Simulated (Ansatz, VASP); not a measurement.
**One calculation of ZrC, two programs**

File INCAR:

```
PREC     = Accurate       # precision mode
ENCUT    = 520            # plane-wave cutoff, eV
EDIFF    = 1E-6           # SCF threshold, eV
ISMEAR   = -1             # smearing method
SIGMA    = 0.05           # smearing width, eV
LREAL    = False          # projectors in reciprocal space
LASPH    = True           # aspherical terms in the spheres
NELM     = 60             # most SCF steps
ALGO     = Normal         # electronic algorithm
ISIF     = 2              # what is computed and relaxed
LWAVE    = False          # write WAVECAR
LCHARG   = False          # write CHGCAR
GGA      = PS             # functional
NBANDS   = 24             # bands
```

KPOINTS

```
Automatic mesh
0
Gamma
  9 9 5
```

Contents of POSCAR:

```
ZrC
1.0
    3.2558172209      0.0000000000      0.0000000000
   -1.6279086105      2.8196204234      0.0000000000
    0.0000000000      0.0000000000      5.2900530000
Zr C
2 2
Direct
    0.6666666667      0.3333333333      0.7500000000
    0.3333333333      0.6666666667      0.2500000000
    0.0000000000      0.0000000000      0.5000000000
    0.0000000000      0.0000000000      0.0000000000
```

input.yaml

```yaml
crystal:
  lattice:
    - [3.2558172209, 0.0, 0.0]
    - [-1.6279086105, 2.8196204234, 0.0]
    - [0.0, 0.0, 5.290053]
  atoms:
    - { symbol: Zr, position: [0.6666666667, 0.3333333333, 0.75] }
    - { symbol: Zr, position: [0.3333333333, 0.6666666667, 0.25] }
    - { symbol: C, position: [0.0, 0.0, 0.5] }
    - { symbol: C, position: [0.0, 0.0, 0.0] }
kpoints:
  mp_grid: { grid: [9, 9, 5] }
  band_path:
    path:
      - [0.0, 0.0, 0.0]
      - [0.5, 0.0, 0.0]
      - [0.3333333333, 0.3333333333, 0.0]
      - [0.0, 0.0, 0.0]
      - [0.0, 0.0, 0.5]
      - [0.5, 0.0, 0.5]
      - [0.3333333333, 0.3333333333, 0.5]
      - [0.0, 0.0, 0.5]
    npoints: 8
scf:
  occupations: { method: fermi_dirac, width: 0.05 }
hamiltonian:
  xc: pbesol
  pseudopotentials: { kind: all_electron, lapw: { basis_error: 0.002 } }
output:
  forces: true
  stress: true
  eigenvalues: true
```

Change from the starting cell: strain_xy = -0.04.

Alike in both runs: functional PBEsol; k mesh 9 × 9 × 5; occupations fermi-dirac, width 0.05 eV; no spin polarisation.

```csv
,VASP,Ansatz
version,VASP 6.6.1,Ansatz 0.2.0
potentials or method,"VASP PAW PBE potentials, release 64 (Zr_sv, C), cutoff 520 eV","all-electron LAPW, scalar-relativistic"
task,single point,band structure
```

Ansatz gave:

| Property | Result |
| --- | --- |
| gap on the k mesh at the Fermi level (eV) | none |
| pressure (GPa) | 11.8 |
| traceless stress, the component that is largest in VASP (GPa) | -4.28 |

Task: What did VASP give for the same quantities?

Result: gap on the k mesh at the Fermi level (eV): none; pressure (GPa): 12.2; traceless stress, the component that is largest in VASP (GPa): -4.29.

VASP's potentials were made for PBE, not for PBEsol. A gap of «none» marks a metal or a gap that the smearing closes. Ansatz ran all-electron here, and VASP with PAW potentials.
